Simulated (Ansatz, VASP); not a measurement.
# Two plane-wave programs on AlN

File INCAR:

```
SYSTEM = AlN
PREC = Accurate ; ENCUT = 520
EDIFF = 1E-6 ; ISMEAR = 0
SIGMA = 0.05 ; LREAL = .False.
LASPH = .True. ; NELM = 60
ALGO = Normal ; ISIF = 2
LWAVE = .False. ; LCHARG = .True.
GGA = PE ; LELF = .True.
LVHAR = .True. ; NBANDS = 26
```

File KPOINTS:

```
Automatic mesh
0
Gamma
  8 8 3
  0 0 0
```

POSCAR

```
AlN
1.0
   -3.1302395629      0.0000000000      0.0000000000
   -1.5651197814     -2.7108669814      0.0000000000
    0.0000000000      0.0000000000     10.2859593112
Al N
4 4
Direct
    0.3333333333      0.3333333333      0.6387039721
    0.3333333333      0.3333333333      0.1508564603
    0.6666666667      0.6666666667      0.8826277279
    0.6666666667      0.6666666667      0.3947802162
    0.3333333333      0.3333333333      0.8248385631
    0.3333333333      0.3333333333      0.3369910514
    0.6666666667      0.6666666667      0.0930672955
    0.6666666667      0.6666666667      0.5809148072
```

Input for Ansatz:

```yaml
crystal:
  lattice:
    - [-3.1302395629, 0.0, 0.0]
    - [-1.5651197814, -2.7108669814, 0.0]
    - [0.0, 0.0, 10.2859593112]
  atoms:
    - { symbol: Al, position: [0.3333333333, 0.3333333333, 0.6387039721] }
    - { symbol: Al, position: [0.3333333333, 0.3333333333, 0.1508564603] }
    - { symbol: Al, position: [0.6666666667, 0.6666666667, 0.8826277279] }
    - { symbol: Al, position: [0.6666666667, 0.6666666667, 0.3947802162] }
    - { symbol: "N", position: [0.3333333333, 0.3333333333, 0.8248385631] }
    - { symbol: "N", position: [0.3333333333, 0.3333333333, 0.3369910514] }
    - { symbol: "N", position: [0.6666666667, 0.6666666667, 0.0930672955] }
    - { symbol: "N", position: [0.6666666667, 0.6666666667, 0.5809148072] }
basis:
  ecutwfc: 420
kpoints:
  mp_grid: { grid: [8, 8, 3] }
hamiltonian:
  xc: pbe
scf:
  occupations: { method: gaussian, width: 0.05 }
output:
  forces: true
  stress: true
  eigenvalues: true
```

Alike in both runs: task single point; functional PBE; k mesh 8 × 8 × 3; occupations gaussian, width 0.05 eV; no spin polarisation.

```csv
,VASP,Ansatz
version,VASP 6.6.1,Ansatz 0.2.0
potentials or method,"VASP PAW PBE potentials, release 64 (Al, N), cutoff 520 eV","scalar-relativistic, plane waves, PAW"
valence electrons in the cell,32,32
```

Ansatz gave:

```
gap on the k mesh at the Fermi level (eV)                     : 3.59
least direct gap on the mesh (eV)                             : 3.59
pressure (GPa)                                                : -3.0
traceless stress, the component that is largest in VASP (GPa) : -4.67
rms of the force components (eV/Å)                            : 0.474
```

Task: What did VASP give for the same quantities?

Result: gap on the k mesh at the Fermi level (eV): 3.60; least direct gap on the mesh (eV): 3.60; pressure (GPa): -3.3; traceless stress, the component that is largest in VASP (GPa): -4.66; rms of the force components (eV/Å): 0.472.

Atom by atom the forces differ by 0.003 eV/Å (rms over components).
